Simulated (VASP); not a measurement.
# Pt (Im-3m) in VASP: further runs

Runs on Pt. Level: PBEsol. Tasks: single point.

Everything below comes from runs of VASP 6.6.1. Logs are shortened: lines on timing, memory, paths and dates and some standing lists are left out, and cuts for length are marked.

## Step 1: The cell of the first run

Symmetry: Im-3m, No. 229, cubic system. Conventional cell: a = 3.132 Å, b = 3.132 Å, c = 3.132 Å, α = 90.00°, β = 90.00°, γ = 90.00°. Pt (site symmetry m-3m) has 14 Pt at 2.71 to 3.13 Å within 3.6 Å.

## Step 2: Single point, PBEsol

Contents of INCAR:

```
ALGO     = Normal         # electronic algorithm
EDIFF    = 1E-6           # SCF threshold, eV
ENCUT    = 500            # plane-wave cutoff, eV
GGA      = PS             # functional
GGA_COMPAT= False        
ISIF     = 2              # what is computed and relaxed
ISMEAR   = -1             # smearing method
LASPH    = True           # aspherical terms in the spheres
LCHARG   = False          # write CHGCAR
LREAL    = False          # projectors in reciprocal space
LWAVE    = False          # write WAVECAR
NBANDS   = 11             # bands
NELM     = 120            # most SCF steps
PREC     = Accurate       # precision mode
SIGMA    = 0.1            # smearing width, eV
```

Contents of KPOINTS:

```
k-points
0
Gamma
  7 7 7
```

Contents of POSCAR:

```
Pt
1.0
   -1.5658887021      1.5658887021      1.5658887021
    1.5658887021     -1.5658887021      1.5658887021
    1.5658887021      1.5658887021     -1.5658887021
Pt
1
Direct
    0.0000000000      0.0000000000      0.0000000000
```

Potentials or basis: VASP PAW PBE potentials, release 64 (Pt).

Run with:

```bash
cat potpaw_PBE.64/Pt/POTCAR > POTCAR
mpirun -np 1 vasp_std > vasp.out
```

OUTCAR:

```text
EDIFF = 1E-6
   ENCUT = 500
   GGA = PS
   ISIF = 2
   ISMEAR = -1
   LASPH = True
   LREAL = False
   NELM = 120
   PREC = Accurate

 ion  position               nearest neighbor table
   1  0.000  0.000  0.000-

  LATTYP: Found a body centered cubic cell.
 ALAT       =     3.1317774042

  Lattice vectors:

 A1 = (  -1.5658887021,   1.5658887021,   1.5658887021)
 A2 = (   1.5658887021,  -1.5658887021,   1.5658887021)
 A3 = (   1.5658887021,   1.5658887021,  -1.5658887021)

Analysis of symmetry for initial positions (statically):
=====================================================================
 Subroutine PRICEL returns:
 Original cell was already a primitive cell.

 Routine SETGRP: Setting up the symmetry group for a
 body centered cubic supercell.

 Subroutine GETGRP returns: Found 48 space group operations
 (whereof 48 operations were pure point group operations)
 out of a pool of 48 trial point group operations.

The static configuration has the point symmetry O_h .

Analysis of symmetry for dynamics (positions and initial velocities):
=====================================================================
 Subroutine PRICEL returns:
 Original cell was already a primitive cell.

 Routine SETGRP: Setting up the symmetry group for a
 body centered cubic supercell.

 Subroutine GETGRP returns: Found 48 space group operations
 (whereof 48 operations were pure point group operations)
 out of a pool of 48 trial point group operations.

The dynamic configuration has the point symmetry O_h .

 Subroutine INISYM returns: Found 48 space group operations
 (whereof 48 operations are pure point group operations),
 and found     1 'primitive' translations

----------------------------------------------------------------------------------------

                                     Primitive cell

  volume of cell :      15.3583

  direct lattice vectors                    reciprocal lattice vectors
    -1.565888702  1.565888702  1.565888702     0.000000000  0.319307496  0.319307496
     1.565888702 -1.565888702  1.565888702     0.319307496  0.000000000  0.319307496
     1.565888702  1.565888702 -1.565888702     0.319307496  0.319307496  0.000000000

  length of vectors
     2.712198791  2.712198791  2.712198791     0.451568991  0.451568991  0.451568991

  position of ions in fractional coordinates (direct lattice)
     0.000000000  0.000000000  0.000000000

  ion indices of the primitive-cell ions
   primitive index   ion index
                 1           1

----------------------------------------------------------------------------------------

 KPOINTS: k-points

Automatic generation of k-mesh.
 Grid dimensions read from file:
 generate k-points for:    7    7    7

 Generating k-lattice:

  Cartesian coordinates                     Fractional coordinates (reciprocal lattice)
     0.000000000  0.045615357  0.045615357     0.142857143  0.000000000  0.000000000
     0.045615357  0.000000000  0.045615357     0.000000000  0.142857143  0.000000000
     0.045615357  0.045615357  0.000000000     0.000000000  0.000000000  0.142857143

  Length of vectors
     0.064509856  0.064509856  0.064509856

  Shift w.r.t. Gamma in fractional coordinates (k-lattice)
     0.000000000  0.000000000  0.000000000

 Subroutine IBZKPT returns following result:
 ===========================================

 Found     20 irreducible k-points:

 Following reciprocal coordinates:
            Coordinates               Weight
  0.000000  0.000000  0.000000      1.000000
  0.142857  0.000000  0.000000     12.000000
  0.285714  0.000000  0.000000     12.000000
  0.428571  0.000000  0.000000     12.000000
  0.142857  0.142857  0.000000     24.000000
  0.285714  0.142857  0.000000     48.000000
[... 12 lines left out ...]
 -0.428571 -0.428571  0.285714      8.000000
 -0.428571  0.428571  0.428571      6.000000
   k-points           NKPTS =     20   k-points in BZ     NKDIM =     20   number of bands    NBANDS=     11
   number of dos      NEDOS =    301   number of ions     NIONS =      1
   total plane-waves  NPLWV =   8000
   dimension x,y,z NGX =    20 NGY =   20 NGZ =   20
   dimension x,y,z NGXF=    40 NGYF=   40 NGZF=   40
   ions per type =               1
   NGX,Y,Z   is equivalent  to a cutoff of  12.26, 12.26, 12.26 a.u.
   NGXF,Y,Z  is equivalent  to a cutoff of  24.52, 24.52, 24.52 a.u.
 SYSTEM =  unknown system
   PREC   = accura    normal or accurate (medium, high low for compatibility)
   ISTART =      0    job   : 0-new  1-cont  2-samecut
   ICHARG =      2    charge: 1-file 2-atom 10-const
   ISPIN  =      1    spin polarized calculation?
   LNONCOLLINEAR =      F non collinear calculations
   LSORBIT =      F    spin-orbit coupling
   LASPH  =      T    aspherical Exc in radial PAW
   ENCUT  =  500.0 eV  36.75 Ry    6.06 a.u.   4.94  4.94  4.94*2*pi/ulx,y,z
   NELM   =    120;   NELMIN=  2; NELMDL= -5     # of ELM steps
   EDIFF  = 0.1E-05   stopping-criterion for ELM
   LREAL  =      F    real-space projection
   EDIFFG = 0.1E-04   stopping-criterion for IOM
   NSW    =      0    number of steps for IOM
   IBRION =     -1    ionic relax: 0-MD 1-quasi-New 2-CG
   NFREE  =      0    steps in history (QN), initial steepest desc. (CG)
   ISIF   =      2    stress and relaxation
   ISYM   =      2    0-nonsym 1-usesym 2-fastsym
   POTIM  = 0.5000    time-step for ionic-motion
   TEBEG  =    0.0;   TEEND  =   0.0 temperature during run
   PSTRESS=    0.0 pullay stress
   NELECT =      10.0000    total number of electrons
   NUPDOWN=      -1.0000    fix difference up-down
   EMIN   =  10.00;   EMAX   =-10.00  energy-range for DOS
   EFERMI =   0.00;   METHOD = LEGACY
   ISMEAR =    -1;   SIGMA  =   0.10  broadening in eV -4-tet -1-fermi 0-gaus
   EFERMI_NEDOS =   21; number of points for ismear=-14 and -15
   IALGO  =     38    algorithm
   IMIX   =      4    mixing-type and parameters
     AMIX     =   0.40;   BMIX     =  1.00
     AMIX_MAG =   1.60;   BMIX_MAG =  1.00
  volume/ion in A,a.u.               =      15.36       103.64
  Fermi-wavevector in a.u.,A,eV,Ry     =   1.418929  2.681387 27.393412  2.013359
  Thomas-Fermi vector in A             =   2.540003
   LORBIT       =      0    0 simple, 1 ext, 2 COOP (PROOUT), +10 PAW based schemes
   GGA     = PS    functional components
   LHFCALC =     F    Hartree Fock is set to
   AEXX    =    0.0000 exact exchange contribution
   IVDW    =     0    specifies the selected vdW correction
   LEPSILON=     F    determine dielectric tensor
   LRPA    =     F    only Hartree local field effects (RPA)
 non-spin polarized calculation
  energy-cutoff  :      500.00
  volume of cell :       15.36
 maximum number of plane-waves:       400
   NGX =  9   NGY =  9   NGZ =  9

 number of electron      10.0000000 magnetization

 number of electron       9.9999997 magnetization

 Free energy of the ion-electron system (eV)
  ---------------------------------------------------
  ext. energy  EPLUGINS =         0.00000000
  ---------------------------------------------------
  free energy    TOTEN  =        -6.89863876 eV

  energy without entropy =       -6.87140252  energy(sigma->0) =       -6.88502064

 E-fermi :  10.5820     XC(G=0): -13.5166

 val. band max:       10.4937795468   @ k =  -0.4286  -0.4286   0.2857
 cond. band min:      10.6875441483   @ k =  -0.4286  -0.4286   0.1429
 fundamental gap:      0.1937646014
 Fermi energy:        10.5820038985

 k-point     1 :       0.0000    0.0000    0.0000
  band No.  band energies     occupation
      1       0.6700      2.00000
      2       6.8659      2.00000
      3       6.8659      2.00000
      4       6.8659      2.00000
      5       9.4961      1.99996
      6       9.4961      1.99996
      7      27.6101      0.00000
      8      27.6101      0.00000
      9      27.6101      0.00000
     10      37.9803      0.00000
     11      37.9803      0.00000

 k-point     2 :       0.1429    0.0000    0.0000
  band No.  band energies     occupation
      1       1.4911      2.00000
      2       6.5493      2.00000
      3       6.8445      2.00000
      4       7.5453      2.00000
      5       9.1604      2.00000
      6       9.5236      1.99995
      7      27.7739      0.00000
      8      27.8849      0.00000
      9      28.8418      0.00000
     10      33.7847      0.00000
     11      33.9382      0.00000

 k-point     3 :       0.2857    0.0000    0.0000
  band No.  band energies     occupation
      1       3.2117      2.00000
      2       5.9040      2.00000
      3       7.1075      2.00000
      4       9.0918      2.00000
      5       9.3475      1.99999
      6       9.6455      1.99983
      7      23.8020      0.00000
      8      26.0004      0.00000
      9      31.2130      0.00000
     10      31.9970      0.00000
     11      33.7693      0.00000

 k-point     4 :       0.4286    0.0000    0.0000
  band No.  band energies     occupation
      1       3.6693      2.00000
      2       5.4393      2.00000
      3       9.1280      2.00000
      4       9.8111      1.99910
      5       9.8858      1.99811
      6      11.2746      0.00196
      7      18.2416      0.00000
      8      24.0517      0.00000
      9      27.1909      0.00000
     10      34.8084      0.00000
     11      35.3562      0.00000
[... 183 lines left out ...]
 k-point    18 :      -0.4286    0.4286    0.2857
  band No.  band energies     occupation
      1       4.9714      2.00000
      2       5.3669      2.00000
      3       8.1366      2.00000
      4       8.6419      2.00000
      5      10.8895      0.08832
      6      14.1071      0.00000
      7      19.5639      0.00000
      8      22.4780      0.00000
      9      26.9251      0.00000
     10      29.8853      0.00000
     11      33.5273      0.00000

 k-point    19 :      -0.4286   -0.4286    0.2857
  band No.  band energies     occupation
      1       4.8604      2.00000
      2       4.8604      2.00000
      3       8.1770      2.00000
      4      10.4938      1.41460
      5      10.4938      1.41457
      6      17.4274      0.00000
      7      18.5148      0.00000
      8      18.5148      0.00000
      9      28.9653      0.00000
     10      29.9616      0.00000
     11      29.9616      0.00000

 k-point    20 :      -0.4286    0.4286    0.4286
  band No.  band energies     occupation
      1       4.3683      2.00000
      2       4.4398      2.00000
      3      10.3761      1.77371
      4      10.3761      1.77369
      5      10.8063      0.19185
      6      16.2011      0.00000
      7      19.3981      0.00000
      8      19.3981      0.00000
      9      25.1892      0.00000
     10      29.7893      0.00000
     11      30.2276      0.00000

------------------------ aborting loop because EDIFF is reached ----------------------------------------

  FORCE on cell =-STRESS in cart. coord.  units (eV):
  Direction    XX          YY          ZZ          XY          YZ          ZX
  --------------------------------------------------------------------------------------
  -------------------------------------------------------------------------------------
  Total       -0.3632877     -0.3632877     -0.3632877      0.0000000      0.0000000      0.0000000
  in kB      -37.8981999    -37.8981999    -37.8981999      0.0000000      0.0000000      0.0000000
  external PRESSURE =     -37.8981999 kB  Pullay stress =       0.0000000 kB

 VOLUME and BASIS-vectors are now :
 -----------------------------------------------------------------------------
  energy-cutoff  :      500.00
  volume of cell :       15.36
      direct lattice vectors                 reciprocal lattice vectors
    -1.565888702  1.565888702  1.565888702     0.000000000  0.319307496  0.319307496
     1.565888702 -1.565888702  1.565888702     0.319307496  0.000000000  0.319307496
     1.565888702  1.565888702 -1.565888702     0.319307496  0.319307496  0.000000000

 POSITION                                       TOTAL-FORCE (eV/Angst)
 -----------------------------------------------------------------------------------
      0.00000      0.00000      0.00000        -0.000000     -0.000000     -0.000000
 -----------------------------------------------------------------------------------
    total drift:                                0.000000      0.000000      0.000000

  FREE ENERGIE OF THE ION-ELECTRON SYSTEM (eV)
  ---------------------------------------------------
  free  energy   TOTEN  =        -6.8986387648 eV

  energy  without entropy=       -6.8714025222  energy(sigma->0) =       -6.88502064
```

Wall time 1.8 s (1 thread of Intel Xeon 6975P-C (Granite Rapids), shared host); peak memory 0.12 GiB.

Results:

```
Free energy            : -6.8986 eV
Pressure               : -3.8 GPa
Band gap on the k mesh : zero (band 5 reaches 11.15 eV, above the bottom of band 6 at 9.50 eV)
```

Levels at points of the mesh, in eV from the Fermi level:
```tsv
k point	band 1	band 2	band 3	band 4	band 5	band 6	band 7	band 8	band 9	band 10
(0.00, 0.00, 0.00)	-9.91	-3.72	-3.72	-3.72	-1.09	-1.09	17.03	17.03	17.03	27.40
```

Caveat: the k points lie up to 0.41 Å⁻¹ apart; the PAW data sets were made with another functional, which shifts forces and pressure a little; spin-orbit coupling is left out, which moves the levels of the heavy elements.

## Step 3: Single point, PBEsol

This run uses another cell than the first one, of 14.79 Å³/atom, 0.963 times its volume.

Contents of INCAR:

```
SYSTEM = Pt
  ALGO = Normal
  EDIFF = 1E-6
  ENCUT = 500
  GGA = PS
  GGA_COMPAT = .False.
  ISIF = 2
  ISMEAR = -1
  LASPH = .True.
  LCHARG = .False.
  LREAL = .False.
  LWAVE = .False.
  NBANDS = 11
  NELM = 120
  PREC = Accurate
  SIGMA = 0.1
```

Contents of KPOINTS:

```
k-points
0
Gamma
  7 7 7
  0 0 0
```

Contents of POSCAR:

```
Pt
1.0
   -1.5461843140      1.5461843140      1.5461843140
    1.5461843140     -1.5461843140      1.5461843140
    1.5461843140      1.5461843140     -1.5461843140
Pt
1
Direct
    0.0000000000      0.0000000000      0.0000000000
```

Potentials or basis: VASP PAW PBE potentials, release 64 (Pt).

Run with:

```bash
cat potpaw_PBE.64/Pt/POTCAR > POTCAR
mpirun -np 1 vasp_std > vasp.out
```

Wall time 1.9 s (1 thread of Intel Xeon 6975P-C (Granite Rapids), shared host); peak memory 0.12 GiB.

The run converged. Its results:

| Quantity | Value |
| --- | --- |
| Free energy | -6.8929 eV |
| Pressure | 7.2 GPa |
| Band gap on the k mesh | zero (band 5 reaches 11.92 eV, above the bottom of band 6 at 10.14 eV) |

Levels at points of the mesh, in eV from the Fermi level:
| k point | band 1 | band 2 | band 3 | band 4 | band 5 | band 6 | band 7 | band 8 | band 9 | band 10 |
| --- | --- | --- | --- | --- | --- | --- | --- | --- | --- | --- |
| (0.00, 0.00, 0.00) | -10.33 | -3.94 | -3.94 | -3.94 | -1.16 | -1.16 | 16.99 | 16.99 | 16.99 | 27.86 |

Caveat: the k points lie up to 0.41 Å⁻¹ apart; the PAW data sets were made with another functional, which shifts forces and pressure a little; spin-orbit coupling is left out, which moves the levels of the heavy elements.

## Step 4: Single point, PBEsol

This run uses another cell than the first one, of 14.96 Å³/atom, 0.974 times its volume.

Contents of INCAR:

```
SYSTEM = Pt
PREC = Accurate
ENCUT = 500
EDIFF = 1E-6
ISMEAR = -1
SIGMA = 0.1
LREAL = .False.
LASPH = .True.
NELM = 120
ALGO = Normal
ISIF = 2
LWAVE = .False.
LCHARG = .False.
GGA = PS
NBANDS = 11
GGA_COMPAT = .False.
```

Contents of KPOINTS:

```
regular mesh
0
Gamma
  7 7 7
  0 0 0
```

Contents of POSCAR:

```
Pt
1.0
   -1.5523875602      1.5523875602      1.5523875602
    1.5523875602     -1.5523875602      1.5523875602
    1.5523875602      1.5523875602     -1.5523875602
Pt
1
Direct
    0.0000000000      0.0000000000      0.0000000000
```

Run with:

```bash
cat potpaw_PBE.64/Pt/POTCAR > POTCAR
mpirun -np 1 vasp_std > vasp.out
```

It took 1.9 s on 1 thread of Intel Xeon 6975P-C (Granite Rapids), shared host; peak memory 0.12 GiB.

The run converged. Its results:

* Free energy: -6.8990 eV
* Pressure: 3.5 GPa
* Band gap on the k mesh: zero (band 5 reaches 11.67 eV, above the bottom of band 6 at 9.93 eV)

Levels at points of the mesh, in eV from the Fermi level:
```
           k point  band 1  band 2  band 3  band 4  band 5  band 6  band 7  band 8  band 9  band 10
(0.00, 0.00, 0.00)  -10.20   -3.87   -3.87   -3.87   -1.14   -1.14   17.01   17.01   17.01    27.72
```

Caveat: the k points lie up to 0.41 Å⁻¹ apart; the PAW data sets were made with another functional, which shifts forces and pressure a little; spin-orbit coupling is left out, which moves the levels of the heavy elements.

## Step 5: Overview

| cell | gap on the mesh (eV) | pressure (GPa) |
| --- | --- | --- |
| a = 2.712 Å, angles 109.5°, 1 atom | none | -3.8 |
| a = 2.678 Å, angles 109.5°, 1 atom | none | 7.2 |
| a = 2.689 Å, angles 109.5°, 1 atom | none | 3.5 |

Alike in all rows: task single point; level PBEsol; potentials or basis VASP PAW PBE potentials, release 64 (Pt); no spin polarisation; k mesh 7 × 7 × 7; cutoff (eV) 500; smearing fermi-dirac 0.1 eV.

Caveats: all runs use coarse meshes; the PAW data sets were made with another functional, which shifts forces and pressure a little; spin-orbit coupling is left out, which moves the levels of the heavy elements.

Absolute energies hang on the potentials; compare differences alone.
